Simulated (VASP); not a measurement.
# CuO (F-43m) in VASP: further runs

The runs below take CuO through single point, with LDA+U, r2SCAN+U.

All numbers are computed with VASP 6.6.1; they aren't measurements. Logs are shortened: lines on timing, memory, paths and dates and some standing lists are left out, and cuts for length are marked.

### 1 The cell of the first run

It takes space group F-43m (No. 216, cubic). Conventional cell: a = 4.655 Å, b = 4.655 Å, c = 4.655 Å, α = 90.00°, β = 90.00°, γ = 90.00°. Cu (site symmetry -43m) has 4 O at 2.02 Å within 2.7 Å. O (site symmetry -43m) has 4 Cu at 2.02 Å within 2.7 Å.

### 2 Single point, LDA+U

Input file INCAR:

```
PREC = Accurate ; ENCUT = 520
EDIFF = 1E-6 ; ISMEAR = -1
SIGMA = 0.05 ; LREAL = False
LASPH = True ; NELM = 150
ALGO = Normal ; ISIF = 2
LWAVE = False ; LCHARG = True
LMAXMIX = 4 ; LDAU = True
LDAUTYPE = 2 ; LDAUL = 2 -1
LDAUU = 4.5 0 ; LDAUJ = 0 0
LDAUPRINT = 1 ; LELF = True
LVHAR = True ; NBANDS = 16
```

Input file KPOINTS:

```
Automatic mesh
0
Gamma
  10 10 10
```

Input file POSCAR:

```
CuO
1.0
    0.0000000000      2.3272527300      2.3272527300
    2.3272527300      0.0000000000      2.3272527300
    2.3272527300      2.3272527300      0.0000000000
Cu O
1 1
Direct
    0.0000000000      0.0000000000      0.0000000000
    0.2500000000      0.2500000000      0.2500000000
```

Potentials or basis: VASP PAW LDA potentials, release 64 (Cu, O).

Launch:

```sh
> cat potpaw_LDA.64/Cu/POTCAR potpaw_LDA.64/O/POTCAR > POTCAR
> mpirun -np 1 vasp_std > vasp.out
```

OUTCAR:

```text
PREC = Accurate
   ENCUT = 520
   EDIFF = 1E-6
   ISMEAR = -1
   LREAL = False
   LASPH = True
   NELM = 150
   ISIF = 2

 ion  position               nearest neighbor table
   1  0.000  0.000  0.000-   2 2.02   2 2.02   2 2.02   2 2.02
   2  0.250  0.250  0.250-   1 2.02   1 2.02   1 2.02   1 2.02

  LATTYP: Found a face centered cubic cell.
 ALAT       =     4.6545054600

  Lattice vectors:

 A1 = (   0.0000000000,   2.3272527300,   2.3272527300)
 A2 = (   2.3272527300,   0.0000000000,   2.3272527300)
 A3 = (   2.3272527300,   2.3272527300,   0.0000000000)

Analysis of symmetry for initial positions (statically):
=====================================================================
 Subroutine PRICEL returns:
 Original cell was already a primitive cell.

 Routine SETGRP: Setting up the symmetry group for a
 face centered cubic supercell.

 Subroutine GETGRP returns: Found 24 space group operations
 (whereof 24 operations were pure point group operations)
 out of a pool of 48 trial point group operations.

The static configuration has the point symmetry T_d .

Analysis of symmetry for dynamics (positions and initial velocities):
=====================================================================
 Subroutine PRICEL returns:
 Original cell was already a primitive cell.

 Routine SETGRP: Setting up the symmetry group for a
 face centered cubic supercell.

 Subroutine GETGRP returns: Found 24 space group operations
 (whereof 24 operations were pure point group operations)
 out of a pool of 48 trial point group operations.

The dynamic configuration has the point symmetry T_d .

 Subroutine INISYM returns: Found 24 space group operations
 (whereof 24 operations are pure point group operations),
 and found     1 'primitive' translations

----------------------------------------------------------------------------------------

                                     Primitive cell

  volume of cell :      25.2093

  direct lattice vectors                    reciprocal lattice vectors
     0.000000000  2.327252730  2.327252730    -0.214845596  0.214845596  0.214845596
[... 130 lines left out ...]

spin component  1

  0.9052 -0.0000 -0.0000 -0.0000 -0.0000
 -0.0000  0.9052 -0.0000  0.0000  0.0000
 -0.0000 -0.0000  0.9602 -0.0000 -0.0000
 -0.0000  0.0000 -0.0000  0.9052  0.0000
 -0.0000  0.0000 -0.0000  0.0000  0.9602

spin component  2

  0.9052 -0.0000 -0.0000 -0.0000 -0.0000
 -0.0000  0.9052 -0.0000  0.0000  0.0000
 -0.0000 -0.0000  0.9602 -0.0000 -0.0000
 -0.0000  0.0000 -0.0000  0.9052  0.0000
 -0.0000  0.0000 -0.0000  0.0000  0.9602

 occupancies and eigenvectors

  o =  0.9052  v =  1.0000  0.0000  0.0000  0.0000  0.0000  0.0000  0.0000  0.0000  0.0000  0.0000      0.0000  0.0000  0.0000  0.0000  0.0000  0.0000  0.0000  0.0000  0.0000  0.0000
  o =  0.9052  v =  0.0000  0.0000  0.0000  0.0000  0.0000  1.0000  0.0000  0.0000  0.0000  0.0000      0.0000  0.0000  0.0000  0.0000  0.0000  0.0000  0.0000  0.0000  0.0000  0.0000
  o =  0.9052  v =  0.0000  0.4230  0.0000 -0.9061  0.0000  0.0000  0.0000  0.0000  0.0000  0.0000      0.0000  0.0000  0.0000  0.0000  0.0000  0.0000  0.0000  0.0000  0.0000  0.0000
  o =  0.9052  v =  0.0000  0.0000  0.0000  0.0000  0.0000  0.0000  0.4230  0.0000 -0.9061  0.0000      0.0000  0.0000  0.0000  0.0000  0.0000  0.0000  0.0000  0.0000  0.0000  0.0000
  o =  0.9052  v =  0.0000 -0.9061  0.0000 -0.4230  0.0000  0.0000  0.0000  0.0000  0.0000  0.0000      0.0000  0.0000  0.0000  0.0000  0.0000  0.0000  0.0000  0.0000  0.0000  0.0000
  o =  0.9052  v =  0.0000  0.0000  0.0000  0.0000  0.0000  0.0000 -0.9061  0.0000 -0.4230  0.0000      0.0000  0.0000  0.0000  0.0000  0.0000  0.0000  0.0000  0.0000  0.0000  0.0000
  o =  0.9602  v =  0.0000  0.0000  0.0447  0.0000  0.9990  0.0000  0.0000  0.0000  0.0000  0.0000      0.0000  0.0000  0.0000  0.0000  0.0000  0.0000  0.0000  0.0000  0.0000  0.0000
  o =  0.9602  v =  0.0000  0.0000  0.0000  0.0000  0.0000  0.0000  0.0000  0.0447  0.0000  0.9990      0.0000  0.0000  0.0000  0.0000  0.0000  0.0000  0.0000  0.0000  0.0000  0.0000
  o =  0.9602  v =  0.0000  0.0000  0.0000  0.0000  0.0000  0.0000 -0.0000 -0.9990 -0.0000  0.0447      0.0000  0.0000  0.0000  0.0000  0.0000  0.0000  0.0000  0.0000  0.0000  0.0000
  o =  0.9602  v =  0.0000 -0.0000 -0.9990 -0.0000  0.0447  0.0000  0.0000  0.0000  0.0000  0.0000      0.0000  0.0000  0.0000  0.0000  0.0000  0.0000  0.0000  0.0000  0.0000  0.0000

 number of electron      16.9999985 magnetization

 Free energy of the ion-electron system (eV)
  ---------------------------------------------------
  ext. energy  EPLUGINS =         0.00000000
  ---------------------------------------------------
  free energy    TOTEN  =        -9.42225440 eV

  energy without entropy =       -9.40060636  energy(sigma->0) =       -9.41143038

 E-fermi :   2.0797     XC(G=0): -11.0813

 val. band max:        2.0693061639   @ k =   0.4000   0.1000   0.0000
 cond. band min:       2.0807234995   @ k =   0.3000   0.2000   0.1000
 fundamental gap:      0.0114173355
 Fermi energy:         2.0797168872

 k-point     1 :       0.0000    0.0000    0.0000
  band No.  band energies     occupation
      1     -15.4205      2.00000
      2      -2.3379      2.00000
      3      -2.3379      2.00000
      4      -2.3379      2.00000
      5      -0.3670      2.00000
      6      -0.3670      2.00000
[... 433 lines left out ...]
      3      -1.7809      2.00000
      4      -1.7665      2.00000
      5      -0.4496      2.00000
      6      -0.2164      2.00000
[... 8 lines left out ...]
     15      24.5243      0.00000
     16      26.2357      0.00000

 [... further k-points ...]
[... 5 lines left out ...]
  --------------------------------------------------------------------------------------
  -------------------------------------------------------------------------------------
  Total       -3.3545713     -3.3545713     -3.3545713      0.0000000     -0.0000000      0.0000000
  in kB     -213.1998851   -213.1998851   -213.1998851      0.0000000     -0.0000000      0.0000000
  external PRESSURE =    -213.1998851 kB  Pullay stress =       0.0000000 kB

 VOLUME and BASIS-vectors are now :
 -----------------------------------------------------------------------------
  energy-cutoff  :      520.00
  volume of cell :       25.21
      direct lattice vectors                 reciprocal lattice vectors
     0.000000000  2.327252730  2.327252730    -0.214845596  0.214845596  0.214845596
     2.327252730  0.000000000  2.327252730     0.214845596 -0.214845596  0.214845596
     2.327252730  2.327252730  0.000000000     0.214845596  0.214845596 -0.214845596

 POSITION                                       TOTAL-FORCE (eV/Angst)
 -----------------------------------------------------------------------------------
      0.00000      0.00000      0.00000        -0.000000     -0.000000     -0.000000
      1.16363      1.16363      1.16363         0.000000      0.000000      0.000000
 -----------------------------------------------------------------------------------
    total drift:                                0.000001      0.000001      0.000000

  FREE ENERGIE OF THE ION-ELECTRON SYSTEM (eV)
  ---------------------------------------------------
  free  energy   TOTEN  =        -9.4222544000 eV

  energy  without entropy=       -9.4006063584  energy(sigma->0) =       -9.41143038
```

Wall time 9.7 s (1 thread of Intel Xeon Platinum 8259CL at 2.50GHz (Skylake/Cascade Lake), shared host); peak memory 0.14 GiB.

What came out:

```yaml
Free_energy: -9.4223 eV
Pressure: -21.3 GPa
```

Eigenvalues of the final occupation matrices:
| site | spin | trace | eigenvalues |
| --- | --- | --- | --- |
| site 1 d | 1 | 4.64 | 0.91 0.91 0.91 0.96 0.96 |
| site 1 d | 2 | 4.64 | 0.91 0.91 0.91 0.96 0.96 |

Caveat: an odd number of electrons without spin polarisation forces a metal; a magnetic or distorted state may lie lower; U without spin polarisation on a metal has little footing.

### 3 Single point, r2SCAN+U

This run uses another cell than the first one, of 11.33 Å³/atom, 0.899 times its volume.

Input file POSCAR:

```
CuO
1.0
    0.0000000000      2.2456892174      2.2456892174
    2.2456892174      0.0000000000      2.2456892174
    2.2456892174      2.2456892174      0.0000000000
Cu O
1 1
Direct
    0.0000000000      0.0000000000      0.0000000000
    0.2500000000      0.2500000000      0.2500000000
```

Input file INCAR.step1:

```
PREC = Accurate ; ENCUT = 520
ISMEAR = -1 ; SIGMA = 0.05
LREAL = F ; LASPH = T
NELM = 150 ; LMAXMIX = 4
LDAU = T ; LDAUTYPE = 2
LDAUL = 2 -1 ; LDAUU = 5.3 0
LDAUJ = 0 0 ; NBANDS = 16
GGA = PE ; ALGO = Normal
EDIFF = 1E-4 ; LWAVE = T
LCHARG = F
```

Input file INCAR.step2:

```
PREC = Accurate ; ENCUT = 520
EDIFF = 1E-7 ; ISMEAR = -1
SIGMA = 0.05 ; LREAL = F
LASPH = T ; NELM = 150
ALGO = Normal ; ISIF = 2
LWAVE = F ; LCHARG = F
LMAXMIX = 4 ; LDAU = T
LDAUTYPE = 2 ; LDAUL = 2 -1
LDAUU = 5.3 0 ; LDAUJ = 0 0
LDAUPRINT = 1 ; METAGGA = R2SCAN
LMIXTAU = T ; NBANDS = 16
ISTART = 1
```

Input file KPOINTS:

```
regular mesh
0
Gamma
  10 10 10
```

Potentials or basis: VASP PAW PBE potentials, release 64 (Cu, O).

Launch:

```sh
> cat potpaw_PBE.64/Cu/POTCAR potpaw_PBE.64/O/POTCAR > POTCAR
> cp INCAR.step1 INCAR
> mpirun -np 1 vasp_std > vasp.out
> cp INCAR.step2 INCAR
> mpirun -np 1 vasp_std > vasp.out
```

It took 52 s on 1 thread of Intel Xeon Platinum 8259CL at 2.50GHz (Skylake/Cascade Lake), shared host; peak memory 0.15 GiB.

The run converged. Its results:

- Free energy: -16.0305 eV
- Pressure: -5.4 GPa

Levels at points of the mesh, in eV from the Fermi level:
| k point | band 7 | band 8 | band 9 | band 10 | band 11 | band 12 |
| --- | --- | --- | --- | --- | --- | --- |
| (0.00, 0.00, 0.00) | 0.89 | 0.89 | 0.89 | 2.19 | 16.21 | 16.21 |
| (0.50, 0.00, 0.00) | -2.26 | 0.01 | 0.01 | 7.62 | 9.17 | 15.46 |
| (0.50, 0.50, 0.00) | -1.88 | -1.31 | -1.31 | 6.95 | 11.82 | 12.53 |

Eigenvalues of the final occupation matrices:
| site | spin | trace | eigenvalues |
| --- | --- | --- | --- |
| site 1 d | 1 | 4.66 | 0.91 0.91 0.91 0.97 0.97 |
| site 1 d | 2 | 4.66 | 0.91 0.91 0.91 0.97 0.97 |

Caveat: the PAW data sets were made with another functional, which shifts forces and pressure a little; an odd number of electrons without spin polarisation forces a metal; a magnetic or distorted state may lie lower; U without spin polarisation on a metal has little footing.
